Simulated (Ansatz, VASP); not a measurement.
Cs in VASP and in Ansatz

```
CELL_PARAMETERS angstrom
5.47611 0.00000 0.00000
-2.73805 4.74245 0.00000
0.00000 0.00000 31.52633
ATOMIC_POSITIONS crystal
Cs 0.00000 0.00000 0.00000
Cs 0.33333 0.66667 0.14286
Cs 0.66667 0.33333 0.28571
Cs 0.00000 0.00000 0.42857
Cs 0.33333 0.66667 0.57143
Cs 0.00000 0.00000 0.71429
Cs 0.33333 0.66667 0.85714
```

Alike in both runs: functional PBE; k mesh 9 × 9 × 2; occupations gaussian, width 0.1 eV; no spin polarisation.

Ansatz relaxed the structure, and its values are those at the end. VASP's run is a single point on that final structure, the one shown.

```csv
,VASP,Ansatz
version,VASP 6.6.1,Ansatz 0.2.0
potentials or method,"VASP PAW PBE potentials, release 64 (Cs_sv), cutoff 500 eV","scalar-relativistic, plane waves, PAW"
valence electrons in the cell,63,63
```

|  | VASP | Ansatz | Ansatz less VASP |
| --- | --- | --- | --- |
| gap on the k mesh at the Fermi level (eV) | none | none | - |
| pressure (GPa) | 0.0 | 0.0 | +0.01 |

A gap of «none» marks a metal or a gap that the smearing closes.

Spin-orbit coupling is off throughout.
